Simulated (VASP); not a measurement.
Set up this calculation in VASP 6.6.1, as the native input.

```yaml
Task: single point
Functional: LDA
Potentials_or_basis: VASP PAW LDA potentials, release 64 (B, As)
Cutoff: 500 eV
k_mesh: 6 × 6 × 6
Occupations: gaussian, width 0.1 eV
Spin: no spin polarisation
Dipole_correction: no
Further_INCAR_settings: ALGO = Normal; EDIFF = 1e-06; NBANDS = 11
```

The structure of BAs (l.bA) lies in POSCAR:

```
BAs
1.0
    0.0000000000      2.3850000000      2.3850000000
    2.3850000000      0.0000000000      2.3850000000
    2.3850000000      2.3850000000      0.0000000000
B As
1 1
Direct
    0.0000000000      0.0000000000      0.0000000000
    0.2500000000      0.2500000000      0.2500000000
```

The input as run:

INCAR

```
SYSTEM = BAs
PREC     = Accurate       ! precision mode
ENCUT    = 500            ! plane-wave cutoff, eV
EDIFF    = 1E-6           ! SCF threshold, eV
ISMEAR   = 0              ! smearing method
SIGMA    = 0.1            ! smearing width, eV
LREAL    = .False.        ! projectors in reciprocal space
LASPH    = .True.         ! aspherical terms in the spheres
NELM     = 120            ! most SCF steps
ALGO     = Normal         ! electronic algorithm
ISIF     = 2              ! what is computed and relaxed
LWAVE    = .False.        ! write WAVECAR
LCHARG   = .True.         ! write CHGCAR
LELF     = .True.         ! ELF
LVHAR    = .True.       
NBANDS   = 11             ! bands
GGA_COMPAT= .False.
```

KPOINTS

```
Automatic mesh
0
Gamma
  6 6 6
  0 0 0
```

Potentials or basis: VASP PAW LDA potentials, release 64 (B, As).

Launch:

```console
$ cat potpaw_LDA.64/B/POTCAR potpaw_LDA.64/As/POTCAR > POTCAR
$ mpirun -np 1 vasp_std > vasp.out
```

Results of the run:

```
Pressure               : -2.5 GPa
Band gap on the k mesh : 1.22 eV, indirect (least direct gap 3.25 eV)
```

Wall time 9 s on 1 thread of Intel Xeon 8259CL, with other jobs on the host, peak memory 0.14 GiB.
